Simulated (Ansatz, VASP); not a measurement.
## TiAl3 in VASP and in Ansatz

```
CELL_PARAMETERS angstrom
-1.90530 1.90530 4.27189
1.90530 -1.90530 4.27189
1.90530 1.90530 -4.27189
ATOMIC_POSITIONS crystal
Ti 0.00000 0.00000 0.00000
Al 0.50000 0.50000 0.00000
Al 0.75000 0.25000 0.50000
Al 0.25000 0.75000 0.50000
```

Alike in both runs: functional r2SCAN; dispersion D4; k mesh 9 × 9 × 9; no spin polarisation.

Ansatz relaxed the structure, and its values are those at the end. VASP's run is a single point on that final structure, the one shown.

|  | VASP | Ansatz |
| --- | --- | --- |
| version | VASP 6.6.1 | Ansatz 0.2.0 |
| potentials or method | VASP PAW PBE potentials, release 64 (Ti_sv, Al) | plane waves, PAW |
| plane-wave cutoff (eV) | 550 | 500 |
| occupations | methfessel-paxton of order 1, width 0.1 eV | cold, width 0.1 eV |
| valence electrons in the cell | 21 | 21 |

```csv
,VASP,Ansatz,Ansatz less VASP
pressure (GPa),-0.1,0.0,+0.07
```

VASP's potentials were made for PBE, not for r2SCAN.
